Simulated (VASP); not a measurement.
A run of VASP 6.6.1 is set up as follows.

File POSCAR:

```
HgTe
1.0
   -0.0869992682      3.2891972858      3.2891972858
    3.2891972858     -0.0869992682      3.2891972858
    3.2021980175      3.2021980175      0.0000000000
Hg Te
1 1
Direct
   -0.0055831670     -0.0055831670      0.0055831670
    0.2555831670      0.2555831670      0.2444168330
```

INCAR.step1

```
SYSTEM = HgTe
PREC = Accurate
ENCUT = 520
ISMEAR = -1
SIGMA = 0.02
LREAL = .FALSE.
LASPH = .TRUE.
NELM = 80
NBANDS = 16
GGA = PE
ALGO = Normal
EDIFF = 1E-4
LWAVE = .TRUE.
LCHARG = .FALSE.
```

Contents of INCAR.step2:

```
SYSTEM = HgTe
PREC = Accurate
ENCUT = 520
EDIFF = 1E-7
ISMEAR = -1
SIGMA = 0.02
LREAL = .FALSE.
LASPH = .TRUE.
NELM = 80
ALGO = Normal
ISIF = 2
LWAVE = .FALSE.
LCHARG = .FALSE.
METAGGA = R2SCAN
LMIXTAU = .TRUE.
NBANDS = 16
ISTART = 1
```

Contents of KPOINTS:

```
regular mesh
0
G
  6 6 6
  0 0 0
```

Potentials or basis: VASP PAW PBE potentials, release 64 (Hg, Te).

Run with:

```console
$ cat potpaw_PBE.64/Hg/POTCAR potpaw_PBE.64/Te/POTCAR > POTCAR
$ cp INCAR.step1 INCAR
$ mpirun -np 1 vasp_std > vasp.out
$ cp INCAR.step2 INCAR
$ mpirun -np 1 vasp_std > vasp.out
```

Q: Estimate the band gap on the k mesh.

A: 0.10 eV.

Q: Predict the pressure.

A: 0.0 GPa.

Forces on the atoms (eV/Å):
```
Hg   0.000  0.000 -0.004
Te   0.000  0.000  0.004
```

Caveat: the cell differs from its parent crystal (shear xy strain -5.3%); the PAW data sets were made with another functional, which shifts forces and pressure a little; spin-orbit coupling is left out, which moves the levels of the heavy elements.
